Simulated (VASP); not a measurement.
# Na (I4/mmm) in VASP: notebook, part 2 of 3

VASP 6.6.1. Earlier steps stand in the parts before.

**4. Single point, LDA**

This run uses another cell than the first one, of 28.57 Å³/atom.

INCAR

```
SYSTEM = Na
PREC = Accurate
ENCUT = 520
EDIFF = 1E-7
ISMEAR = 0
SIGMA = 0.15
LREAL = .FALSE.
LASPH = .TRUE.
NELM = 60
ALGO = Fast
ISIF = 2
LWAVE = .FALSE.
LCHARG = .FALSE.
GGA = CA
NBANDS = 10
```

KPOINTS

```
Automatic mesh
0
G
  18 18 18
  0 0 0
```

POSCAR

```
Na
1.0
   -1.7197415350      1.7197415350      2.4149777552
    1.7197415350     -1.7197415350      2.4149777552
    1.7197415350      1.7197415350     -2.4149777552
Na
1
Direct
    0.0000000000      0.0000000000      0.0000000000
```

Potentials or basis: VASP PAW LDA potentials, release 64 (Na_pv).

The run is started by

```bash
$ cat potpaw_LDA.64/Na_pv/POTCAR > POTCAR
$ mpirun -np 1 vasp_std > vasp.out
```

OUTCAR:

```text
SYSTEM = Na
   PREC = Accurate
   ENCUT = 520
   EDIFF = 1E-7
   ISMEAR = 0
   LREAL = .FALSE.
   LASPH = .TRUE.
   NELM = 60
   ISIF = 2
   GGA = CA

 ion  position               nearest neighbor table
   1  0.000  0.000  0.000-

  LATTYP: Found a body centered tetragonal cell.
 ALAT       =     3.4394830700
 C/A-ratio  =     1.4042678542

  Lattice vectors:

 A1 = (  -1.7197415350,   1.7197415350,   2.4149777552)
 A2 = (   1.7197415350,  -1.7197415350,   2.4149777552)
 A3 = (   1.7197415350,   1.7197415350,  -2.4149777552)

Analysis of symmetry for initial positions (statically):
=====================================================================
 Subroutine PRICEL returns:
 Original cell was already a primitive cell.

 Routine SETGRP: Setting up the symmetry group for a
 body centered tetragonal supercell.

 Subroutine GETGRP returns: Found 16 space group operations
 (whereof 16 operations were pure point group operations)
 out of a pool of 16 trial point group operations.

The static configuration has the point symmetry D_4h.

Analysis of symmetry for dynamics (positions and initial velocities):
=====================================================================
 Subroutine PRICEL returns:
 Original cell was already a primitive cell.

 Routine SETGRP: Setting up the symmetry group for a
 body centered tetragonal supercell.

 Subroutine GETGRP returns: Found 16 space group operations
 (whereof 16 operations were pure point group operations)
 out of a pool of 16 trial point group operations.

The dynamic configuration has the point symmetry D_4h.

 Subroutine INISYM returns: Found 16 space group operations
 (whereof 16 operations are pure point group operations),
 and found     1 'primitive' translations

----------------------------------------------------------------------------------------

                                     Primitive cell

  volume of cell :      28.5693

  direct lattice vectors                    reciprocal lattice vectors
    -1.719741535  1.719741535  2.414977755     0.000000000  0.290741364  0.207041245
     1.719741535 -1.719741535  2.414977755     0.290741364  0.000000000  0.207041245
     1.719741535  1.719741535 -2.414977755     0.290741364  0.290741364  0.000000000

  length of vectors
     3.427410021  3.427410021  3.427410021     0.356926628  0.356926628  0.411170380

  position of ions in fractional coordinates (direct lattice)
     0.000000000  0.000000000  0.000000000

  ion indices of the primitive-cell ions
   primitive index   ion index
                 1           1

----------------------------------------------------------------------------------------

 KPOINTS: Automatic mesh

Automatic generation of k-mesh.
 Grid dimensions read from file:
 generate k-points for:   18   18   18

 Generating k-lattice:

  Cartesian coordinates                     Fractional coordinates (reciprocal lattice)
     0.000000000  0.016152298  0.011502291     0.055555556  0.000000000 -0.000000000
     0.016152298  0.000000000  0.011502291     0.000000000  0.055555556 -0.000000000
     0.016152298  0.016152298  0.000000000     0.000000000  0.000000000  0.055555556

  Length of vectors
     0.019829257  0.019829257  0.022842799

  Shift w.r.t. Gamma in fractional coordinates (k-lattice)
     0.000000000  0.000000000  0.000000000

 Subroutine IBZKPT returns following result:
 ===========================================

 Found    480 irreducible k-points:

 Following reciprocal coordinates:
            Coordinates               Weight
  0.000000  0.000000  0.000000      1.000000
  0.055556 -0.000000  0.000000      8.000000
  0.111111 -0.000000  0.000000      8.000000
  0.166667  0.000000 -0.000000      8.000000
  0.222222  0.000000 -0.000000      8.000000
  0.277778  0.000000  0.000000      8.000000
[... 16 lines left out ...]
 -0.277778  0.055556 -0.000000     16.000000
 -0.222222  0.055556  0.000000     16.000000
 [... further k-points ...]
   k-points           NKPTS =    480   k-points in BZ     NKDIM =    480   number of bands    NBANDS=     10
   number of dos      NEDOS =    301   number of ions     NIONS =      1
   total plane-waves  NPLWV =  21952
   dimension x,y,z NGX =    28 NGY =   28 NGZ =   28
   dimension x,y,z NGXF=    56 NGYF=   56 NGZF=   56
   ions per type =               1
   NGX,Y,Z   is equivalent  to a cutoff of  13.58, 13.58, 13.58 a.u.
   NGXF,Y,Z  is equivalent  to a cutoff of  27.16, 27.16, 27.16 a.u.
 SYSTEM =  Na
   PREC   = accura    normal or accurate (medium, high low for compatibility)
   ISTART =      0    job   : 0-new  1-cont  2-samecut
   ICHARG =      2    charge: 1-file 2-atom 10-const
   ISPIN  =      1    spin polarized calculation?
   LNONCOLLINEAR =      F non collinear calculations
   LSORBIT =      F    spin-orbit coupling
   LASPH  =      T    aspherical Exc in radial PAW
   ENCUT  =  520.0 eV  38.22 Ry    6.18 a.u.   6.37  6.37  6.37*2*pi/ulx,y,z
   NELM   =     60;   NELMIN=  2; NELMDL= -5     # of ELM steps
   EDIFF  = 0.1E-06   stopping-criterion for ELM
   LREAL  =      F    real-space projection
   EDIFFG = 0.1E-05   stopping-criterion for IOM
   NSW    =      0    number of steps for IOM
   IBRION =     -1    ionic relax: 0-MD 1-quasi-New 2-CG
   NFREE  =      0    steps in history (QN), initial steepest desc. (CG)
   ISIF   =      2    stress and relaxation
   ISYM   =      2    0-nonsym 1-usesym 2-fastsym
   POTIM  = 0.5000    time-step for ionic-motion
   TEBEG  =    0.0;   TEEND  =   0.0 temperature during run
   PSTRESS=    0.0 pullay stress
   NELECT =       7.0000    total number of electrons
   NUPDOWN=      -1.0000    fix difference up-down
   EMIN   =  10.00;   EMAX   =-10.00  energy-range for DOS
   EFERMI =   0.00;   METHOD = LEGACY
   ISMEAR =     0;   SIGMA  =   0.15  broadening in eV -4-tet -1-fermi 0-gaus
   EFERMI_NEDOS =   21; number of points for ismear=-14 and -15
   IALGO  =     68    algorithm
   IMIX   =      4    mixing-type and parameters
     AMIX     =   0.40;   BMIX     =  1.00
     AMIX_MAG =   1.60;   BMIX_MAG =  1.00
  volume/ion in A,a.u.               =      28.57       192.80
  Fermi-wavevector in a.u.,A,eV,Ry     =   1.024411  1.935857 14.278205  1.049418
  Thomas-Fermi vector in A             =   2.158197
   LORBIT       =      0    0 simple, 1 ext, 2 COOP (PROOUT), +10 PAW based schemes
   GGA     = CA    functional components
   LHFCALC =     F    Hartree Fock is set to
   AEXX    =    0.0000 exact exchange contribution
   IVDW    =     0    specifies the selected vdW correction
   LEPSILON=     F    determine dielectric tensor
   LRPA    =     F    only Hartree local field effects (RPA)
 non-spin polarized calculation
 RMM-DIIS sequential band-by-band and
 Gauss-broadening in eV      SIGMA  =   0.15
  energy-cutoff  :      520.00
  volume of cell :       28.57
 maximum number of plane-waves:       787
 NGX is ok and might be reduce to    28
   NGX = 13   NGY = 13   NGZ = 13

 number of electron       6.9999994 magnetization

 Free energy of the ion-electron system (eV)
  ---------------------------------------------------
  ext. energy  EPLUGINS =         0.00000000
  ---------------------------------------------------
  free energy    TOTEN  =        -1.43254053 eV

  energy without entropy =       -1.42757917  energy(sigma->0) =       -1.43005985

 E-fermi :   1.0251     XC(G=0):  -7.5046

 val. band max:        1.0154696513   @ k =  -0.3889  -0.3889   0.3889
 cond. band min:       1.0311217764   @ k =  -0.2778   0.2778   0.2778
 fundamental gap:      0.0156521250
 Fermi energy:         1.0250530459

 k-point     1 :       0.0000    0.0000    0.0000
  band No.  band energies     occupation
      1     -23.7789      2.00000
      2     -23.7789      2.00000
      3     -23.7788      2.00000
      4      -2.8799      2.00000
      5      13.6607      0.00000
      6      13.6607      0.00000
      7      13.6922      0.00000
      8      15.1873      0.00000
      9      16.0836      0.00000
     10      16.0893      0.00000
[... 287 lines left out ...]
 k-point    24 :      -0.2222    0.0556    0.0000
  band No.  band energies     occupation
      1     -23.8113      2.00000
      2     -23.7847      2.00000
      3     -23.7832      2.00000
      4      -2.0025      2.00000
      5       8.6565      0.00000
      6      12.3451      0.00000
      7      12.8275      0.00000
      8      15.0989      0.00000
      9      15.5796      0.00000
     10      17.2815      0.00000

 [... further k-points ...]

------------------------ aborting loop because EDIFF is reached ----------------------------------------

  FORCE on cell =-STRESS in cart. coord.  units (eV):
  Direction    XX          YY          ZZ          XY          YZ          ZX
  --------------------------------------------------------------------------------------
  -------------------------------------------------------------------------------------
  Total        0.3337450      0.3337450      0.3339571      0.0000000      0.0000000      0.0000000
  in kB       18.7165522     18.7165522     18.7284493      0.0000000      0.0000000      0.0000000
  external PRESSURE =      18.7205179 kB  Pullay stress =       0.0000000 kB

 VOLUME and BASIS-vectors are now :
 -----------------------------------------------------------------------------
  energy-cutoff  :      520.00
  volume of cell :       28.57
      direct lattice vectors                 reciprocal lattice vectors
    -1.719741535  1.719741535  2.414977755     0.000000000  0.290741364  0.207041245
     1.719741535 -1.719741535  2.414977755     0.290741364  0.000000000  0.207041245
     1.719741535  1.719741535 -2.414977755     0.290741364  0.290741364  0.000000000

 POSITION                                       TOTAL-FORCE (eV/Angst)
 -----------------------------------------------------------------------------------
      0.00000      0.00000      0.00000         0.000000     -0.000000     -0.000000
 -----------------------------------------------------------------------------------
    total drift:                               -0.000000     -0.000000     -0.000000

  FREE ENERGIE OF THE ION-ELECTRON SYSTEM (eV)
  ---------------------------------------------------
  free  energy   TOTEN  =        -1.4325405291 eV

  energy  without entropy=       -1.4275791709  energy(sigma->0) =       -1.43005985
```

OSZICAR:

```text
N       E                     dE             d eps       ncg     rms          rms(c)
DAV:   1     0.299442679653E+02    0.29944E+02   -0.38609E+03  9612   0.620E+02
DAV:   2    -0.834164989626E+00   -0.30778E+02   -0.30591E+02 10024   0.158E+02
DAV:   3    -0.143233613148E+01   -0.59817E+00   -0.59778E+00 11454   0.233E+01
DAV:   4    -0.143611958931E+01   -0.37835E-02   -0.37831E-02 11276   0.186E+00
DAV:   5    -0.143616103910E+01   -0.41450E-04   -0.41449E-04 10898   0.193E-01    0.239E-01
RMM:   6    -0.143391739374E+01    0.22436E-02   -0.39583E-04 12970   0.227E-01    0.151E-01
RMM:   7    -0.143254728480E+01    0.13701E-02   -0.50724E-04 13258   0.208E-01    0.233E-02
RMM:   8    -0.143253664033E+01    0.10644E-04   -0.15545E-04 13311   0.213E-01    0.316E-03
RMM:   9    -0.143253999997E+01   -0.33596E-05   -0.31955E-05 14595   0.629E-02    0.287E-03
RMM:  10    -0.143254055417E+01   -0.55421E-06   -0.67135E-06 13553   0.439E-02    0.217E-03
RMM:  11    -0.143254047520E+01    0.78976E-07   -0.18767E-06 14119   0.158E-02    0.211E-04
RMM:  12    -0.143254052910E+01   -0.53898E-07   -0.52737E-07 10207   0.992E-03
   1 F= -.14325405E+01 E0= -.14300599E+01  d E =-.496136E-02
```

stdout:

```text
POSCAR found type information on POSCAR Na
 POSCAR found :  1 types and       1 ions
 scaLAPACK will be used
 LDA part: xc-table for (Slater(with rela. corr.)+CA(PZ))
 , standard interpolation
 POSCAR, INCAR and KPOINTS ok, starting setup
 FFT: planning ... GRIDC
 FFT: planning ... GRID_SOFT
 FFT: planning ... GRID
 WAVECAR not read
 entering main loop
WARNING in EDDRMM: call to ZHEGV failed, returncode =   8  4     10
WARNING in EDDRMM: call to ZHEGV failed, returncode =   8  4     10
WARNING in EDDRMM: call to ZHEGV failed, returncode =   6  3      9
WARNING in EDDRMM: call to ZHEGV failed, returncode =   8  4      8
```

It took 77 s on 1 thread of Intel Xeon 6975P-C (Granite Rapids), shared host; peak memory 0.22 GiB.

Results:

```
Free energy            : -1.4325 eV
Pressure               : 1.9 GPa
Band gap on the k mesh : zero (an odd number of electrons rules out a gap without spin polarisation)
```

Levels at points of the mesh, in eV from the Fermi level:
```tsv
k point	band 1	band 2	band 3	band 4	band 5	band 6	band 7	band 8	band 9
(0.00, 0.00, 0.00)	-24.80	-24.80	-24.80	-3.90	12.64	12.64	12.67	14.16	15.06
(0.50, 0.00, 0.00)	-24.89	-24.82	-24.82	0.58	1.17	11.48	11.59	13.00	13.30
(0.50, 0.50, 0.00)	-24.89	-24.84	-24.83	2.03	2.60	7.03	8.48	8.48	11.22
(0.50, 0.50, 0.50)	-24.89	-24.84	-24.84	2.11	2.68	6.96	8.39	8.39	11.15
```

(Part 2 of 3 ends here.)
